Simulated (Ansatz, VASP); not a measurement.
RbGeBi: VASP beside Ansatz

```
Rb Ge Bi
1.0
     5.55572    0.00000    0.00000
    -2.77786    4.81140    0.00000
     0.00000    0.00000    7.21266
Rb Ge Bi
2 2 2
Cartesian
  0.0000 0.0000 0.0000
  0.0000 0.0000 3.6063
  0.0000 3.2076 1.8032
  2.7779 1.6038 5.4095
  0.0000 3.2076 5.4095
  2.7779 1.6038 1.8032
```

Alike in both runs: functional PBE; k mesh 12 × 12 × 6; occupations gaussian, width 0.1 eV; no spin polarisation.

Ansatz relaxed the structure, and its values are those at the end. VASP's run is a single point on that final structure, the one shown.

|  | VASP | Ansatz |
| --- | --- | --- |
| version | VASP 6.6.1 | Ansatz 0.2.0 |
| potentials or method | VASP PAW PBE potentials, release 64 (Rb_sv, Ge_d, Bi_d), cutoff 520 eV | scalar-relativistic, plane waves, PAW |
| valence electrons in the cell | 76 | 76 |

```csv
,VASP,Ansatz,Ansatz less VASP
gap on the k mesh at the Fermi level (eV),none,none,-
pressure (GPa),0.0,0.0,0.00
```

A gap of «none» marks a metal or a gap that the smearing closes. The functional is the same, so the differences come from potentials, cutoffs and numerics.

Spin-orbit coupling is off throughout.
